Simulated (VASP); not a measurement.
Set up this calculation in VASP 6.6.1, as the native input.

```yaml
Task: single point
Functional: PBE
Potentials_or_basis: VASP PAW PBE potentials, release 64 (Be, Te)
Cutoff: 520 eV
k_mesh: 8 × 8 × 8
Occupations: gaussian, width 0.02 eV
Spin: no spin polarisation
Dipole_correction: no
Further_INCAR_settings: ALGO = Normal; EDIFF = 1e-06; NBANDS = 11
```

The structure of BeTe lies in POSCAR:

```
BeTe
1.0
    0.0000000000      2.8032676270      2.8032676270
    2.8032676270      0.0000000000      2.8032676270
    2.8032676270      2.8032676270      0.0000000000
Be Te
1 1
Direct
    0.0000000000      0.0000000000      0.0000000000
    0.2500000000      0.2500000000      0.2500000000
```

This cell differs from its parent crystal: volume scaled by 0.97.

The input as run:

INCAR

```
PREC = Accurate ; ENCUT = 520
EDIFF = 1E-6 ; ISMEAR = 0
SIGMA = 0.02 ; LREAL = False
LASPH = True ; NELM = 60
ALGO = Normal ; ISIF = 2
LWAVE = False ; LCHARG = False
GGA = PE ; NBANDS = 11
```

KPOINTS

```
Automatic mesh
0
Gamma
  8 8 8
```

Potentials or basis: VASP PAW PBE potentials, release 64 (Be, Te).

Command:

```bash
$ cat potpaw_PBE.64/Be/POTCAR potpaw_PBE.64/Te/POTCAR > POTCAR
$ mpirun -np 1 vasp_std > vasp.out
```

It gave:

```yaml
Pressure: 2.0 GPa
Band_gap_on_the_k_mesh: 1.94 eV, indirect (least direct gap 3.60 eV)
```

Caveat: spin-orbit coupling is left out, which moves the levels of the heavy elements.

Run time: 6.9 s on 1 thread of Intel(R) Xeon(R) 6975P-C (Granite Rapids), with other jobs on the host, peak memory 0.17 GiB.
